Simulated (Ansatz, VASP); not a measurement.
**WS2 in VASP and in Ansatz**

Contents of INCAR:

```
PREC = Accurate
ENCUT = 520
EDIFF = 1E-7
ISMEAR = 0
SIGMA = 0.05
LREAL = False
LASPH = True
NELM = 100
ALGO = Normal
ISIF = 2
LWAVE = False
LCHARG = False
GGA = PS
IVDW = 12
NBANDS = 20
```

KPOINTS

```
regular mesh
0
Gamma
  12 12 2
```

POSCAR

```
WS2
1.0
    3.1237017326      0.0000000000      0.0000000000
   -1.5618508663      2.7052050543      0.0000000000
    0.0000000000      0.0000000000     16.9362771992
W S
1 2
Direct
    0.3333333333      0.6666666667      0.0015136410
    0.6423365588      0.3333333333      0.9028050002
    0.6909967745      0.3333333333      0.0885154064
```

Input for Ansatz:

```yaml
crystal:
  lattice:
    - [3.1237017326, 0.0, 0.0]
    - [-1.5618508663, 2.7052050543, 0.0]
    - [0.0, 0.0, 16.9362771992]
  atoms:
    - { symbol: W, position: [0.3333333333, 0.6666666667, 0.001513641] }
    - { symbol: S, position: [0.6423365588, 0.3333333333, 0.9028050002] }
    - { symbol: S, position: [0.6909967745, 0.3333333333, 0.0885154064] }
basis:
  ecutwfc: 420
kpoints:
  mp_grid: { grid: [12, 12, 2] }
hamiltonian:
  xc: pbesol
  dispersion: d3bj
scf:
  occupations: { method: gaussian, width: 0.05 }
output:
  forces: true
  stress: true
  eigenvalues: true
```

Change from the starting cell: mode 4 frozen in at -0.076 Å and mode 9 at -0.073 Å (largest displacements).

Alike in both runs: task single point; functional PBEsol; dispersion D3(BJ); k mesh 12 × 12 × 2; occupations gaussian, width 0.05 eV; no spin polarisation.

|  | VASP | Ansatz |
| --- | --- | --- |
| version | VASP 6.6.1 | Ansatz 0.2.0 |
| potentials or method | VASP PAW PBE potentials, release 64 (W_sv, S), cutoff 520 eV | scalar-relativistic, plane waves, PAW |
| valence electrons in the cell | 26 | 26 |

|  | VASP | Ansatz | Ansatz less VASP |
| --- | --- | --- | --- |
| gap on the k mesh at the Fermi level (eV) | 1.91 | 1.90 | -0.006 |
| least direct gap on the mesh (eV) | 2.03 | 2.02 | -0.005 |
| rms of the force components (eV/Å) | 1.458 | 1.454 | -0.0042 |

VASP's potentials were made for PBE, not for PBEsol. Atom by atom the forces differ by 0.011 eV/Å (rms over components).

Neither program's run includes spin-orbit coupling.
